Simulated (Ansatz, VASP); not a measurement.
# One calculation of Pd, two programs

The input INCAR:

```
SYSTEM = Pd
ALGO = Normal
EDIFF = 1E-6
ENCUT = 520
GGA = CA
ISIF = 2
ISMEAR = -1
ISPIN = 2
LASPH = .True.
LCHARG = .False.
LMAXMIX = 4
LORBIT = 11
LREAL = .False.
LWAVE = .False.
MAGMOM = 0.5
NBANDS = 15
NELM = 150
PREC = Accurate
SIGMA = 0.05
```

Contents of KPOINTS:

```
k-points
0
Gamma
  23 23 23
  0 0 0
```

POSCAR

```
Pd
1.0
    0.0000000000      1.8943242189      1.8943242189
    1.8943242189      0.0000000000      1.8943242189
    1.8943242189      1.8943242189      0.0000000000
Pd
1
Direct
    0.0000000000      0.0000000000      0.0000000000
```

Input for Ansatz:

```yaml
crystal:
  lattice:
    - [0.0, 1.8943242189, 1.8943242189]
    - [1.8943242189, 0.0, 1.8943242189]
    - [1.8943242189, 1.8943242189, 0.0]
  atoms:
    - { symbol: Pd, position: [0.0, 0.0, 0.0], spin: 0.5 }
hamiltonian:
  xc: lda
  pseudopotentials:
    kind: paw
    azcp:
      Pd: "pseudopotentials/Pd.paw.azcp"
basis:
  ecutwfc: 420
  fft_grid_basis: typed
kpoints:
  mp_grid: { grid: [23, 23, 23], shift: [0, 0, 0] }
magnetization:
  spin_polarized: true
scf:
  occupations: { method: fermi_dirac, width: 0.05 }
output:
  stress: true
```

Alike in both runs: task single point; functional LDA; k mesh 23 × 23 × 23; occupations fermi-dirac, width 0.05 eV; collinear spin.

|  | VASP | Ansatz |
| --- | --- | --- |
| version | VASP 6.6.1 | Ansatz 0.2.0 |
| potentials or method | VASP PAW LDA potentials, release 64 (Pd), cutoff 520 eV | plane waves (420 eV) with PAW, scalar-relativistic |
| valence electrons in the cell | 10 | 18 |

```csv
,VASP,Ansatz,Ansatz less VASP
pressure (GPa),10.4,10.1,-0.33
net moment per atom (μB),0.00,0.00,-0.001
```

Ansatz warns that its potentials were made for another functional, while VASP's fit it. LDA's correlation is that of Perdew and Zunger in VASP and of Perdew and Wang (1992) in Ansatz. VASP's potentials hold 10 valence electrons a cell and Ansatz's 18, so a difference there can come from the potentials and not from the codes. Ansatz's warnings: seeded moment not kept.
